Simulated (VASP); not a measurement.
# HfO2 (Fm-3m) in VASP: single point with PBEsol

Aim: the single point of HfO2 with PBEsol.

All numbers are computed with VASP 6.6.1; they aren't measurements. Logs are shortened: lines on timing, memory, paths and dates and some standing lists are left out, and cuts for length are marked.

### Step 1. The cell of the first run

The structure is cubic, space group Fm-3m (No. 225). The conventional cell has a = 5.043 Å, b = 5.043 Å, c = 5.043 Å, α = 90.00°, β = 90.00°, γ = 90.00°. Hf (site symmetry m-3m) has 8 O at 2.18 Å within 2.9 Å. Within 2.9 Å of O (site symmetry -43m) lie 4 Hf at 2.18 Å and 6 O at 2.52 Å.

### Step 2. Single point, PBEsol

The input, INCAR:

```
SYSTEM = HfO2
PREC     = Accurate       ! precision mode
ENCUT    = 520            ! plane-wave cutoff, eV
EDIFF    = 1E-7           ! SCF threshold, eV
ISMEAR   = 0              ! smearing method
SIGMA    = 0.05           ! smearing width, eV
LREAL    = .FALSE.        ! projectors in reciprocal space
LASPH    = .TRUE.         ! aspherical terms in the spheres
NELM     = 100            ! most SCF steps
ALGO     = Normal         ! electronic algorithm
ISIF     = 2              ! what is computed and relaxed
LWAVE    = .FALSE.        ! write WAVECAR
LCHARG   = .FALSE.        ! write CHGCAR
GGA      = PS             ! functional
NBANDS   = 18             ! bands
```

The input, KPOINTS:

```
Automatic mesh
0
G
  8 8 8
  0 0 0
```

The input, POSCAR:

```
HfO2
1.0
    0.0000000000      2.5216944743      2.5216944743
    2.5216944743      0.0000000000      2.5216944743
    2.5216944743      2.5216944743      0.0000000000
Hf O
1 2
Direct
    0.0000000000      0.0000000000      0.0000000000
    0.2500000000      0.2500000000      0.2500000000
    0.7500000000      0.7500000000      0.7500000000
```

Potentials or basis: VASP PAW PBE potentials, release 64 (Hf_pv, O).

On the command line:

```sh
cat potpaw_PBE.64/Hf_pv/POTCAR potpaw_PBE.64/O/POTCAR > POTCAR
mpirun -np 1 vasp_std > vasp.out
```

OUTCAR:

```text
SYSTEM = HfO2
   PREC = Accurate
   ENCUT = 520
   EDIFF = 1E-7
   ISMEAR = 0
   LREAL = .FALSE.
   LASPH = .TRUE.
   NELM = 100
   ISIF = 2
   GGA = PS

 ion  position               nearest neighbor table
   1  0.000  0.000  0.000-   3 2.18   3 2.18   3 2.18   2 2.18   3 2.18   2 2.18   2 2.18   2 2.18

   2  0.250  0.250  0.250-   1 2.18   1 2.18   1 2.18   1 2.18
   3  0.750  0.750  0.750-   1 2.18   1 2.18   1 2.18   1 2.18

  LATTYP: Found a face centered cubic cell.
 ALAT       =     5.0433889486

  Lattice vectors:

 A1 = (   0.0000000000,   2.5216944743,   2.5216944743)
 A2 = (   2.5216944743,   0.0000000000,   2.5216944743)
 A3 = (   2.5216944743,   2.5216944743,   0.0000000000)

Analysis of symmetry for initial positions (statically):
=====================================================================
 Subroutine PRICEL returns:
 Original cell was already a primitive cell.

 Routine SETGRP: Setting up the symmetry group for a
 face centered cubic supercell.

 Subroutine GETGRP returns: Found 48 space group operations
 (whereof 48 operations were pure point group operations)
 out of a pool of 48 trial point group operations.

The static configuration has the point symmetry O_h .

Analysis of symmetry for dynamics (positions and initial velocities):
=====================================================================
 Subroutine PRICEL returns:
 Original cell was already a primitive cell.

 Routine SETGRP: Setting up the symmetry group for a
 face centered cubic supercell.

 Subroutine GETGRP returns: Found 48 space group operations
 (whereof 48 operations were pure point group operations)
 out of a pool of 48 trial point group operations.

The dynamic configuration has the point symmetry O_h .

 Subroutine INISYM returns: Found 48 space group operations
 (whereof 48 operations are pure point group operations),
 and found     1 'primitive' translations

----------------------------------------------------------------------------------------

                                     Primitive cell

  volume of cell :      32.0706

  direct lattice vectors                    reciprocal lattice vectors
     0.000000000  2.521694474  2.521694474    -0.198279373  0.198279373  0.198279373
     2.521694474  0.000000000  2.521694474     0.198279373 -0.198279373  0.198279373
     2.521694474  2.521694474  0.000000000     0.198279373  0.198279373 -0.198279373

  length of vectors
     3.566214526  3.566214526  3.566214526     0.343429949  0.343429949  0.343429949

  position of ions in fractional coordinates (direct lattice)
     0.000000000  0.000000000  0.000000000
     0.250000000  0.250000000  0.250000000
     0.750000000  0.750000000  0.750000000

  ion indices of the primitive-cell ions
   primitive index   ion index
                 1           1
                 2           2
                 3           3

----------------------------------------------------------------------------------------

 KPOINTS: Automatic mesh

Automatic generation of k-mesh.
 Grid dimensions read from file:
 generate k-points for:    8    8    8

 Generating k-lattice:

  Cartesian coordinates                     Fractional coordinates (reciprocal lattice)
    -0.024784922  0.024784922  0.024784922     0.125000000  0.000000000  0.000000000
     0.024784922 -0.024784922  0.024784922     0.000000000  0.125000000  0.000000000
     0.024784922  0.024784922 -0.024784922     0.000000000  0.000000000  0.125000000

  Length of vectors
     0.042928744  0.042928744  0.042928744

  Shift w.r.t. Gamma in fractional coordinates (k-lattice)
     0.000000000  0.000000000  0.000000000

 Subroutine IBZKPT returns following result:
 ===========================================

 Found     29 irreducible k-points:

 Following reciprocal coordinates:
            Coordinates               Weight
  0.000000  0.000000  0.000000      1.000000
  0.125000  0.000000  0.000000      8.000000
  0.250000  0.000000  0.000000      8.000000
  0.375000  0.000000  0.000000      8.000000
  0.500000  0.000000  0.000000      4.000000
  0.125000  0.125000  0.000000      6.000000
[... 16 lines left out ...]
  0.500000  0.250000  0.125000     48.000000
 -0.375000  0.250000  0.125000     24.000000
 [... further k-points ...]
   k-points           NKPTS =     29   k-points in BZ     NKDIM =     29   number of bands    NBANDS=     18
   number of dos      NEDOS =    301   number of ions     NIONS =      3
   total plane-waves  NPLWV =  21952
   dimension x,y,z NGX =    28 NGY =   28 NGZ =   28
   dimension x,y,z NGXF=    56 NGYF=   56 NGZF=   56
   ions per type =               1   2
   NGX,Y,Z   is equivalent  to a cutoff of  13.05, 13.05, 13.05 a.u.
   NGXF,Y,Z  is equivalent  to a cutoff of  26.11, 26.11, 26.11 a.u.
 SYSTEM =  HfO2
   PREC   = accura    normal or accurate (medium, high low for compatibility)
   ISTART =      0    job   : 0-new  1-cont  2-samecut
   ICHARG =      2    charge: 1-file 2-atom 10-const
   ISPIN  =      1    spin polarized calculation?
   LNONCOLLINEAR =      F non collinear calculations
   LSORBIT =      F    spin-orbit coupling
   LASPH  =      T    aspherical Exc in radial PAW
   ENCUT  =  520.0 eV  38.22 Ry    6.18 a.u.   6.63  6.63  6.63*2*pi/ulx,y,z
   NELM   =    100;   NELMIN=  2; NELMDL= -5     # of ELM steps
   EDIFF  = 0.1E-06   stopping-criterion for ELM
   LREAL  =      F    real-space projection
   EDIFFG = 0.1E-05   stopping-criterion for IOM
   NSW    =      0    number of steps for IOM
   IBRION =     -1    ionic relax: 0-MD 1-quasi-New 2-CG
   NFREE  =      0    steps in history (QN), initial steepest desc. (CG)
   ISIF   =      2    stress and relaxation
   ISYM   =      2    0-nonsym 1-usesym 2-fastsym
   POTIM  = 0.5000    time-step for ionic-motion
   TEBEG  =    0.0;   TEEND  =   0.0 temperature during run
   PSTRESS=    0.0 pullay stress
   NELECT =      22.0000    total number of electrons
   NUPDOWN=      -1.0000    fix difference up-down
   EMIN   =  10.00;   EMAX   =-10.00  energy-range for DOS
   EFERMI =   0.00;   METHOD = LEGACY
   ISMEAR =     0;   SIGMA  =   0.05  broadening in eV -4-tet -1-fermi 0-gaus
   EFERMI_NEDOS =   21; number of points for ismear=-14 and -15
   IALGO  =     38    algorithm
   IMIX   =      4    mixing-type and parameters
     AMIX     =   0.40;   BMIX     =  1.00
     AMIX_MAG =   1.60;   BMIX_MAG =  1.00
  volume/ion in A,a.u.               =      10.69        72.14
  Fermi-wavevector in a.u.,A,eV,Ry     =   1.443821  2.728425 28.362952  2.084618
  Thomas-Fermi vector in A             =   2.562185
   LORBIT       =      0    0 simple, 1 ext, 2 COOP (PROOUT), +10 PAW based schemes
   GGA     = PS    functional components
   LHFCALC =     F    Hartree Fock is set to
   AEXX    =    0.0000 exact exchange contribution
   IVDW    =     0    specifies the selected vdW correction
   LEPSILON=     F    determine dielectric tensor
   LRPA    =     F    only Hartree local field effects (RPA)
 non-spin polarized calculation
 Gauss-broadening in eV      SIGMA  =   0.05
  energy-cutoff  :      520.00
  volume of cell :       32.07
 maximum number of plane-waves:       887
   NGX = 13   NGY = 13   NGZ = 13

 number of electron      21.9999993 magnetization

 Free energy of the ion-electron system (eV)
  ---------------------------------------------------
  ext. energy  EPLUGINS =         0.00000000
  ---------------------------------------------------
  free energy    TOTEN  =       -31.63258858 eV

  energy without entropy =      -31.63258858  energy(sigma->0) =      -31.63258858

 E-fermi :   4.5561     XC(G=0): -12.1892

 val. band max:        4.2675470180   @ k =   0.5000   0.5000   0.0000
 cond. band min:       7.9792475911   @ k =   0.5000   0.5000   0.0000
 fundamental gap:      3.7117005731
 Fermi energy:         4.5561259642

 k-point     1 :       0.0000    0.0000    0.0000
  band No.  band energies     occupation
      1     -25.2869      2.00000
      2     -25.2869      2.00000
      3     -25.2869      2.00000
      4     -14.5202      2.00000
      5     -11.3401      2.00000
      6      -1.2318      2.00000
[... 10 lines left out ...]
     17      14.8863      0.00000
     18      17.8856      0.00000

 k-point     2 :       0.1250    0.0000    0.0000
  band No.  band energies     occupation
      1     -25.3615      2.00000
      2     -25.2949      2.00000
      3     -25.2949      2.00000
      4     -14.2998      2.00000
      5     -11.5212      2.00000
      6      -1.0772      2.00000
[... 10 lines left out ...]
     17      14.6037      0.00000
     18      17.7850      0.00000

 k-point     3 :       0.2500    0.0000    0.0000
  band No.  band energies     occupation
      1     -25.5337      2.00000
      2     -25.3143      2.00000
      3     -25.3143      2.00000
      4     -13.7800      2.00000
      5     -11.8804      2.00000
      6      -0.6964      2.00000
[... 10 lines left out ...]
     17      14.1059      0.00000
     18      16.9148      0.00000

 k-point     4 :       0.3750    0.0000    0.0000
  band No.  band energies     occupation
      1     -25.6963      2.00000
      2     -25.3335      2.00000
      3     -25.3335      2.00000
      4     -13.3459      2.00000
      5     -12.0691      2.00000
      6      -0.3216      2.00000
[... 10 lines left out ...]
     17      13.8425      0.00000
     18      16.5013      0.00000

 k-point     5 :       0.5000    0.0000    0.0000
  band No.  band energies     occupation
      1     -25.7612      2.00000
      2     -25.3414      2.00000
      3     -25.3414      2.00000
      4     -13.2380      2.00000
      5     -12.0506      2.00000
      6      -0.1785      2.00000
[... 10 lines left out ...]
     17      13.8027      0.00000
     18      16.8933      0.00000

 k-point     6 :       0.1250    0.1250    0.0000
  band No.  band energies     occupation
      1     -25.3676      2.00000
      2     -25.3069      2.00000
      3     -25.3069      2.00000
      4     -14.2217      2.00000
      5     -11.5827      2.00000
      6      -1.0546      2.00000
[... 10 lines left out ...]
     17      14.5445      0.00000
     18      17.6786      0.00000

 k-point     7 :       0.2500    0.1250    0.0000
  band No.  band energies     occupation
      1     -25.4949      2.00000
      2     -25.3289      2.00000
      3     -25.3278      2.00000
      4     -13.7845      2.00000
      5     -11.8871      2.00000
      6      -0.7659      2.00000
[... 10 lines left out ...]
     17      14.1911      0.00000
     18      17.4022      0.00000

 k-point     8 :       0.3750    0.1250    0.0000
  band No.  band energies     occupation
      1     -25.6466      2.00000
      2     -25.3604      2.00000
      3     -25.3481      2.00000
      4     -13.2887      2.00000
      5     -12.1392      2.00000
      6      -0.4453      2.00000
[... 10 lines left out ...]
     17      14.3967      0.00000
     18      16.8778      0.00000
[... 229 lines left out ...]
     17      16.3480      0.00000
     18      17.8339      0.00000

 k-point    20 :      -0.3750    0.3750    0.0000
  band No.  band energies     occupation
      1     -25.6890      2.00000
      2     -25.5389      2.00000
      3     -25.3959      2.00000
      4     -12.6247      2.00000
      5     -12.3193      2.00000
      6      -1.7197      2.00000
[... 10 lines left out ...]
     17      16.8346      0.00000
     18      17.7782      0.00000

 k-point    21 :       0.5000    0.5000    0.0000
  band No.  band energies     occupation
      1     -25.7879      2.00000
      2     -25.4220      2.00000
      3     -25.4220      2.00000
      4     -12.6992      2.00000
      5     -12.2187      2.00000
      6      -2.4032      2.00000
[... 10 lines left out ...]
     17      17.5160      0.00000
     18      17.7730      0.00000

 k-point    22 :       0.3750    0.2500    0.1250
  band No.  band energies     occupation
      1     -25.5857      2.00000
      2     -25.3929      2.00000
      3     -25.3391      2.00000
      4     -13.3297      2.00000
      5     -12.1513      2.00000
      6      -0.6936      2.00000
[... 10 lines left out ...]
     17      14.1943      0.00000
     18      17.4884      0.00000

 k-point    23 :       0.5000    0.2500    0.1250
  band No.  band energies     occupation
      1     -25.6653      2.00000
      2     -25.4536      2.00000
      3     -25.3610      2.00000
      4     -12.9309      2.00000
      5     -12.2988      2.00000
      6      -0.7065      2.00000
[... 10 lines left out ...]
     17      15.0333      0.00000
     18      17.3706      0.00000

 k-point    24 :      -0.3750    0.2500    0.1250
  band No.  band energies     occupation
      1     -25.6964      2.00000
      2     -25.4779      2.00000
      3     -25.3718      2.00000
      4     -12.8518      2.00000
      5     -12.2551      2.00000
      6      -0.7118      2.00000
[... 10 lines left out ...]
     17      15.1762      0.00000
     18      17.3948      0.00000

 [... further k-points ...]

------------------------ aborting loop because EDIFF is reached ----------------------------------------

  FORCE on cell =-STRESS in cart. coord.  units (eV):
  Direction    XX          YY          ZZ          XY          YZ          ZX
  --------------------------------------------------------------------------------------
  -------------------------------------------------------------------------------------
  Total       -0.7323236     -0.7323236     -0.7323236      0.0000000      0.0000000     -0.0000000
  in kB      -36.5852668    -36.5852668    -36.5852668      0.0000000      0.0000000     -0.0000000
  external PRESSURE =     -36.5852668 kB  Pullay stress =       0.0000000 kB

 VOLUME and BASIS-vectors are now :
 -----------------------------------------------------------------------------
  energy-cutoff  :      520.00
  volume of cell :       32.07
      direct lattice vectors                 reciprocal lattice vectors
     0.000000000  2.521694474  2.521694474    -0.198279373  0.198279373  0.198279373
     2.521694474  0.000000000  2.521694474     0.198279373 -0.198279373  0.198279373
     2.521694474  2.521694474  0.000000000     0.198279373  0.198279373 -0.198279373

 POSITION                                       TOTAL-FORCE (eV/Angst)
 -----------------------------------------------------------------------------------
      0.00000      0.00000      0.00000         0.000000      0.000000      0.000000
      1.26085      1.26085      1.26085        -0.000000     -0.000000     -0.000000
      3.78254      3.78254      3.78254         0.000000      0.000000      0.000000
 -----------------------------------------------------------------------------------
    total drift:                                0.000000      0.000000      0.000000

  FREE ENERGIE OF THE ION-ELECTRON SYSTEM (eV)
  ---------------------------------------------------
  free  energy   TOTEN  =       -31.6325885774 eV

  energy  without entropy=      -31.6325885774  energy(sigma->0) =      -31.63258858
```

It took 32 s on 1 thread of Intel Xeon 8259CL, shared host; peak memory 0.17 GiB.

Results:

* Free energy: -31.6326 eV
* Pressure: -3.7 GPa
* Band gap on the k mesh: 3.71 eV, direct

Levels at points of the mesh, in eV from the valence-band top:
```csv
k point,band 9,band 10,band 11,band 12,band 13,band 14
"(0.00, 0.00, 0.00)",-0.62,-0.62,-0.62,3.82,3.82,5.77
"(0.50, 0.00, 0.00)",-2.81,-1.87,-1.87,4.58,4.58,7.10
"(0.50, 0.50, 0.00)",-1.57,-1.57,0.00,3.71,5.51,6.74
```

Caveat: the PAW data sets were made with another functional, which shifts forces and pressure a little; spin-orbit coupling is left out, which moves the levels of the heavy elements. A k mesh can miss the band edges.
